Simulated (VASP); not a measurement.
# Ir (Fm-3m) in VASP: single point with PBE

Aim: the single point of Ir with PBE.

Everything below comes from runs of VASP 6.6.1. Logs are shortened: lines on timing, memory, paths and dates and some standing lists are left out, and cuts for length are marked.

## 1. The cell of the first run

The structure is cubic, space group Fm-3m (No. 225). Conventional cell: a = 3.588 Å, b = 3.588 Å, c = 3.588 Å, α = 90.00°, β = 90.00°, γ = 90.00°. Ir (site symmetry m-3m) has 12 Ir at 2.54 Å within 3.3 Å.

## 2. Single point, PBE

The input, INCAR:

```
  ALGO = Fast
  EDIFF = 1E-7
  ENCUT = 520
  GGA = PE
  ISIF = 2
  ISMEAR = 0
  LASPH = T
  LCHARG = F
  LREAL = F
  LWAVE = F
  NBANDS = 10
  NELM = 60
  PREC = Accurate
  SIGMA = 0.1
```

The input, KPOINTS:

```
k-points
0
Gamma
  48 48 48
```

The input, POSCAR:

```
Ir
1.0
    0.0000000000      1.7937867722      1.7937867722
    1.7937867722      0.0000000000      1.7937867722
    1.7937867722      1.7937867722      0.0000000000
Ir
1
Direct
    0.0000000000      0.0000000000      0.0000000000
```

Potentials or basis: VASP PAW PBE potentials, release 64 (Ir).

Started as:

```bash
> cat potpaw_PBE.64/Ir/POTCAR > POTCAR
> mpirun -np 1 vasp_std > vasp.out
```

OUTCAR:

```text
EDIFF = 1E-7
   ENCUT = 520
   GGA = PE
   ISIF = 2
   ISMEAR = 0
   LASPH = T
   LREAL = F
   NELM = 60
   PREC = Accurate

 ion  position               nearest neighbor table
   1  0.000  0.000  0.000-

  LATTYP: Found a face centered cubic cell.
 ALAT       =     3.5875735444

  Lattice vectors:

 A1 = (   0.0000000000,   1.7937867722,   1.7937867722)
 A2 = (   1.7937867722,   0.0000000000,   1.7937867722)
 A3 = (   1.7937867722,   1.7937867722,   0.0000000000)

Analysis of symmetry for initial positions (statically):
=====================================================================
 Subroutine PRICEL returns:
 Original cell was already a primitive cell.

 Routine SETGRP: Setting up the symmetry group for a
 face centered cubic supercell.

 Subroutine GETGRP returns: Found 48 space group operations
 (whereof 48 operations were pure point group operations)
 out of a pool of 48 trial point group operations.

The static configuration has the point symmetry O_h .

Analysis of symmetry for dynamics (positions and initial velocities):
=====================================================================
 Subroutine PRICEL returns:
 Original cell was already a primitive cell.

 Routine SETGRP: Setting up the symmetry group for a
 face centered cubic supercell.

 Subroutine GETGRP returns: Found 48 space group operations
 (whereof 48 operations were pure point group operations)
 out of a pool of 48 trial point group operations.

The dynamic configuration has the point symmetry O_h .

 Subroutine INISYM returns: Found 48 space group operations
 (whereof 48 operations are pure point group operations),
 and found     1 'primitive' translations

----------------------------------------------------------------------------------------

                                     Primitive cell

  volume of cell :      11.5436

  direct lattice vectors                    reciprocal lattice vectors
     0.000000000  1.793786772  1.793786772    -0.278739930  0.278739930  0.278739930
     1.793786772  0.000000000  1.793786772     0.278739930 -0.278739930  0.278739930
     1.793786772  1.793786772  0.000000000     0.278739930  0.278739930 -0.278739930

  length of vectors
     2.536797581  2.536797581  2.536797581     0.482791722  0.482791722  0.482791722

  position of ions in fractional coordinates (direct lattice)
     0.000000000  0.000000000  0.000000000

  ion indices of the primitive-cell ions
   primitive index   ion index
                 1           1

----------------------------------------------------------------------------------------

 KPOINTS: k-points

Automatic generation of k-mesh.
 Grid dimensions read from file:
 generate k-points for:   48   48   48

 Generating k-lattice:

  Cartesian coordinates                     Fractional coordinates (reciprocal lattice)
    -0.005807082  0.005807082  0.005807082     0.020833333  0.000000000  0.000000000
     0.005807082 -0.005807082  0.005807082     0.000000000  0.020833333  0.000000000
     0.005807082  0.005807082 -0.005807082     0.000000000  0.000000000  0.020833333

  Length of vectors
     0.010058161  0.010058161  0.010058161

  Shift w.r.t. Gamma in fractional coordinates (k-lattice)
     0.000000000  0.000000000  0.000000000

 Subroutine IBZKPT returns following result:
 ===========================================

 Found   2769 irreducible k-points:

 Following reciprocal coordinates:
            Coordinates               Weight
  0.000000  0.000000  0.000000      1.000000
  0.020833  0.000000  0.000000      8.000000
  0.041667  0.000000  0.000000      8.000000
  0.062500  0.000000  0.000000      8.000000
  0.083333  0.000000  0.000000      8.000000
  0.104167  0.000000  0.000000      8.000000
[... 16 lines left out ...]
  0.458333  0.000000  0.000000      8.000000
  0.479167  0.000000  0.000000      8.000000
 [... further k-points ...]
   k-points           NKPTS =   2769   k-points in BZ     NKDIM =   2769   number of bands    NBANDS=     10
   number of dos      NEDOS =    301   number of ions     NIONS =      1
   total plane-waves  NPLWV =   8000
   dimension x,y,z NGX =    20 NGY =   20 NGZ =   20
   dimension x,y,z NGXF=    40 NGYF=   40 NGZF=   40
   ions per type =               1
   NGX,Y,Z   is equivalent  to a cutoff of  13.11, 13.11, 13.11 a.u.
   NGXF,Y,Z  is equivalent  to a cutoff of  26.21, 26.21, 26.21 a.u.
 SYSTEM =  unknown system
   PREC   = accura    normal or accurate (medium, high low for compatibility)
   ISTART =      0    job   : 0-new  1-cont  2-samecut
   ICHARG =      2    charge: 1-file 2-atom 10-const
   ISPIN  =      1    spin polarized calculation?
   LNONCOLLINEAR =      F non collinear calculations
   LSORBIT =      F    spin-orbit coupling
   LASPH  =      T    aspherical Exc in radial PAW
   ENCUT  =  520.0 eV  38.22 Ry    6.18 a.u.   4.72  4.72  4.72*2*pi/ulx,y,z
   NELM   =     60;   NELMIN=  2; NELMDL= -5     # of ELM steps
   EDIFF  = 0.1E-06   stopping-criterion for ELM
   LREAL  =      F    real-space projection
   EDIFFG = 0.1E-05   stopping-criterion for IOM
   NSW    =      0    number of steps for IOM
   IBRION =     -1    ionic relax: 0-MD 1-quasi-New 2-CG
   NFREE  =      0    steps in history (QN), initial steepest desc. (CG)
   ISIF   =      2    stress and relaxation
   ISYM   =      2    0-nonsym 1-usesym 2-fastsym
   POTIM  = 0.5000    time-step for ionic-motion
   TEBEG  =    0.0;   TEEND  =   0.0 temperature during run
   PSTRESS=    0.0 pullay stress
   NELECT =       9.0000    total number of electrons
   NUPDOWN=      -1.0000    fix difference up-down
   EMIN   =  10.00;   EMAX   =-10.00  energy-range for DOS
   EFERMI =   0.00;   METHOD = LEGACY
   ISMEAR =     0;   SIGMA  =   0.10  broadening in eV -4-tet -1-fermi 0-gaus
   EFERMI_NEDOS =   21; number of points for ismear=-14 and -15
   IALGO  =     68    algorithm
   IMIX   =      4    mixing-type and parameters
     AMIX     =   0.40;   BMIX     =  1.00
     AMIX_MAG =   1.60;   BMIX_MAG =  1.00
  volume/ion in A,a.u.               =      11.54        77.90
  Fermi-wavevector in a.u.,A,eV,Ry     =   1.506751  2.847347 30.889292  2.270299
  Thomas-Fermi vector in A             =   2.617427
   LORBIT       =      0    0 simple, 1 ext, 2 COOP (PROOUT), +10 PAW based schemes
   GGA     = PE    functional components
   LHFCALC =     F    Hartree Fock is set to
   AEXX    =    0.0000 exact exchange contribution
   IVDW    =     0    specifies the selected vdW correction
   LEPSILON=     F    determine dielectric tensor
   LRPA    =     F    only Hartree local field effects (RPA)
 non-spin polarized calculation
 RMM-DIIS sequential band-by-band and
 Gauss-broadening in eV      SIGMA  =   0.10
  energy-cutoff  :      520.00
  volume of cell :       11.54
 maximum number of plane-waves:       331
   NGX =  9   NGY =  9   NGZ =  9

 number of electron       9.0000000 magnetization

 Free energy of the ion-electron system (eV)
  ---------------------------------------------------
  ext. energy  EPLUGINS =         0.00000000
  ---------------------------------------------------
  free energy    TOTEN  =        -7.79418176 eV

  energy without entropy =       -7.79104477  energy(sigma->0) =       -7.79261326

 E-fermi :  14.3166     XC(G=0): -15.2248

 val. band max:       14.3161620799   @ k =  -0.3542   0.0833   0.0208
 cond. band min:      14.3188595862   @ k =  -0.3958   0.4792   0.0833
 fundamental gap:      0.0026975063
 Fermi energy:        14.3165868172

 k-point     1 :       0.0000    0.0000    0.0000
  band No.  band energies     occupation
      1       0.8785      2.00000
      2       9.0329      2.00000
      3       9.0329      2.00000
      4       9.0329      2.00000
      5      12.7359      2.00000
      6      12.7359      2.00000
      7      28.0157      0.00000
      8      34.8931      0.00000
      9      34.8931      0.00000
     10      34.8931      0.00000

 k-point     2 :       0.0208    0.0000    0.0000
  band No.  band energies     occupation
      1       0.9030      2.00000
      2       9.0177      2.00000
      3       9.0445      2.00000
      4       9.0445      2.00000
      5      12.7267      2.00000
      6      12.7267      2.00000
      7      28.0621      0.00000
      8      34.7559      0.00000
      9      34.9363      0.00000
     10      34.9363      0.00000

 k-point     3 :       0.0417    0.0000    0.0000
  band No.  band energies     occupation
      1       0.9764      2.00000
      2       8.9729      2.00000
      3       9.0785      2.00000
      4       9.0785      2.00000
      5      12.7002      2.00000
      6      12.7002      2.00000
      7      28.1997      0.00000
      8      34.3889      0.00000
      9      35.0653      0.00000
     10      35.0653      0.00000

 k-point     4 :       0.0625    0.0000    0.0000
  band No.  band energies     occupation
      1       1.0971      2.00000
      2       8.9019      2.00000
      3       9.1333      2.00000
      4       9.1333      2.00000
      5      12.6591      2.00000
      6      12.6591      2.00000
      7      28.4238      0.00000
      8      33.8800      0.00000
      9      35.2784      0.00000
     10      35.2784      0.00000

 k-point     5 :       0.0833    0.0000    0.0000
  band No.  band energies     occupation
      1       1.2628      2.00000
      2       8.8097      2.00000
      3       9.2058      2.00000
      4       9.2058      2.00000
      5      12.6082      2.00000
      6      12.6082      2.00000
      7      28.7258      0.00000
      8      33.3030      0.00000
      9      35.5728      0.00000
     10      35.5728      0.00000

 k-point     6 :       0.1042    0.0000    0.0000
  band No.  band energies     occupation
      1       1.4700      2.00000
      2       8.7032      2.00000
      3       9.2916      2.00000
      4       9.2916      2.00000
      5      12.5542      2.00000
      6      12.5542      2.00000
      7      29.0914      0.00000
      8      32.7076      0.00000
      9      35.9448      0.00000
     10      35.9448      0.00000
[... 183 lines left out ...]
 k-point    21 :       0.4167    0.0000    0.0000
  band No.  band energies     occupation
      1       3.8688      2.00000
      2       8.9729      2.00000
      3       8.9729      2.00000
      4      11.9727      2.00000
      5      15.1583      0.00000
      6      15.1583      0.00000
      7      25.0274      0.00000
      8      28.5226      0.00000
      9      36.8919      0.00000
     10      36.8919      0.00000

 k-point    22 :       0.4375    0.0000    0.0000
  band No.  band energies     occupation
      1       3.8443      2.00000
      2       8.9198      2.00000
      3       8.9198      2.00000
      4      12.4378      2.00000
      5      15.3658      0.00000
      6      15.3658      0.00000
      7      24.6363      0.00000
      8      28.1227      0.00000
      9      36.4447      0.00000
     10      36.4447      0.00000

 k-point    23 :       0.4583    0.0000    0.0000
  band No.  band energies     occupation
      1       3.8243      2.00000
      2       8.8810      2.00000
      3       8.8810      2.00000
      4      12.8092      2.00000
      5      15.5219      0.00000
      6      15.5219      0.00000
      7      24.3078      0.00000
      8      27.8448      0.00000
      9      36.1170      0.00000
     10      36.1170      0.00000

 k-point    24 :       0.4792    0.0000    0.0000
  band No.  band energies     occupation
      1       3.8113      2.00000
      2       8.8573      2.00000
      3       8.8573      2.00000
      4      13.0512      2.00000
      5      15.6190      0.00000
      6      15.6190      0.00000
      7      24.0863      0.00000
      8      27.6826      0.00000
      9      35.9168      0.00000
     10      35.9168      0.00000

 [... further k-points ...]

------------------------ aborting loop because EDIFF is reached ----------------------------------------

  FORCE on cell =-STRESS in cart. coord.  units (eV):
  Direction    XX          YY          ZZ          XY          YZ          ZX
  --------------------------------------------------------------------------------------
  -------------------------------------------------------------------------------------
  Total       10.3020933     10.3020933     10.3020933      0.0000000      0.0000000     -0.0000000
  in kB     1429.8603264   1429.8603264   1429.8603264      0.0000000      0.0000000     -0.0000000
  external PRESSURE =    1429.8603264 kB  Pullay stress =       0.0000000 kB

 VOLUME and BASIS-vectors are now :
 -----------------------------------------------------------------------------
  energy-cutoff  :      520.00
  volume of cell :       11.54
      direct lattice vectors                 reciprocal lattice vectors
     0.000000000  1.793786772  1.793786772    -0.278739930  0.278739930  0.278739930
     1.793786772  0.000000000  1.793786772     0.278739930 -0.278739930  0.278739930
     1.793786772  1.793786772  0.000000000     0.278739930  0.278739930 -0.278739930

 POSITION                                       TOTAL-FORCE (eV/Angst)
 -----------------------------------------------------------------------------------
      0.00000      0.00000      0.00000         0.000000      0.000000      0.000000
 -----------------------------------------------------------------------------------
    total drift:                                0.000000     -0.000000     -0.000000

  FREE ENERGIE OF THE ION-ELECTRON SYSTEM (eV)
  ---------------------------------------------------
  free  energy   TOTEN  =        -7.7941817581 eV

  energy  without entropy=       -7.7910447679  energy(sigma->0) =       -7.79261326
```

Wall time 8.1 min (1 thread of Intel Xeon 8259CL, shared host); peak memory 0.45 GiB.

Results:

```
Free energy            : -7.7942 eV
Pressure               : 143.0 GPa
Band gap on the k mesh : zero (an odd number of electrons rules out a gap without spin polarisation)
```

Caveat: the cell stands under pressure; spin-orbit coupling is left out, which moves the levels of the heavy elements.
